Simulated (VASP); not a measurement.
Runs of VASP 6.6.1 on PbSe. The structure is that of space group F-43m (No. 216), or close to it. The cells are those of the table. 

| level | cell | gap on the mesh (eV) | pressure (GPa) |
| --- | --- | --- | --- |
| r2SCAN | a = 4.841 Å, angles 60.0°, 2 atoms | 0.93 | 0.0 |
| r2SCAN | a = 4.889 Å, angles 60.0°, 2 atoms | 0.99 | (a) |
| r2SCAN | a = 4.792 Å, angles 60.0°, 2 atoms | (b) | 1.1 |
| PBE | a = 4.877 Å, angles 60.0°, 2 atoms | (c) | 0.0 |
| PBE | a = 4.973 Å, angles 60.0°, 2 atoms | 0.90 | -1.6 |

Alike in all rows: task single point; potentials or basis VASP PAW PBE potentials, release 64 (Pb_d, Se); no spin polarisation; k mesh 6 × 6 × 6; cutoff (eV) 520; smearing gaussian 0.01 eV.

Task: Fill in the values left out.

Result: (a) -0.9; (b) 0.86; (c) 0.79.

Caveats: spin-orbit coupling is left out, which moves the levels of the heavy elements; the PAW data sets were made with another functional, which shifts forces and pressure a little (some runs).

A k mesh can miss the band edges, and the runs leave out spin-orbit coupling on Pb, Se.
